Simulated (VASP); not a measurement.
Here is a VASP 6.6.1 calculation.

Contents of INCAR:

```
PREC = Accurate ; ENCUT = 520
EDIFF = 1E-7 ; ISMEAR = 0
SIGMA = 0.15 ; LREAL = F
LASPH = T ; NELM = 60
ALGO = Fast ; ISIF = 2
LWAVE = F ; LCHARG = T
GGA = PS ; LELF = T
LVHAR = T ; NBANDS = 20
```

File KPOINTS:

```
regular mesh
0
Gamma
  16 16 16
```

The input POSCAR:

```
NbRu
1.0
    3.1840000000      0.0000000000      0.0000000000
    0.0000000000      3.1840000000      0.0835800000
    0.0000000000      0.0835800000      3.1840000000
Nb Ru
1 1
Direct
    0.0000000000      0.0000000000      0.0000000000
    0.5000000000      0.5000000000      0.5000000000
```

Potentials or basis: VASP PAW PBE potentials, release 64 (Nb_sv, Ru_pv).

Run with:

```console
$ cat potpaw_PBE.64/Nb_sv/POTCAR potpaw_PBE.64/Ru_pv/POTCAR > POTCAR
$ mpirun -np 1 vasp_std > vasp.out
```

Task: Predict the pressure.

Result: -9.5 GPa.

Stress tensor (GPa, compression positive):
```
-9.65  0.00  0.00
 0.00 -9.41 -3.15
 0.00 -3.15 -9.41
```

Caveat: the cell differs from its parent crystal (strain +0.0525 x Voigt [0, 0, 0, 1, 0, 0]); the PAW data sets were made with another functional, which shifts forces and pressure a little.
